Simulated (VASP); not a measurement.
## K: single point with PBE

The system is K.

```
CELL_PARAMETERS angstrom
-2.64171 2.64171 2.64171
2.64171 -2.64171 2.64171
2.64171 2.64171 -2.64171
ATOMIC_POSITIONS crystal
K 0.00000 0.00000 0.00000
```

```
Program             : VASP 6.6.1
Task                : single point
Functional          : PBE
Potentials or basis : VASP PAW PBE potentials, release 64 (K_sv)
Cutoff              : 520 eV
k mesh              : 9 × 9 × 9
Occupations         : gaussian, width 0.03 eV
Spin                : no spin polarisation
```

```
Pressure               : 0.0 GPa
Band gap on the k mesh : zero (an odd number of electrons rules out a gap without spin polarisation)
```

Levels at points of the mesh, in eV from the Fermi level:
```tsv
k point	band 2	band 3	band 4	band 5	band 6	band 7
(0.00, 0.00, 0.00)	-15.55	-15.55	-15.55	-2.12	4.32	4.32
```

Run time: 36 s on 1 thread of AMD EPYC 7R13, on a shared host, peak memory 0.17 GiB.
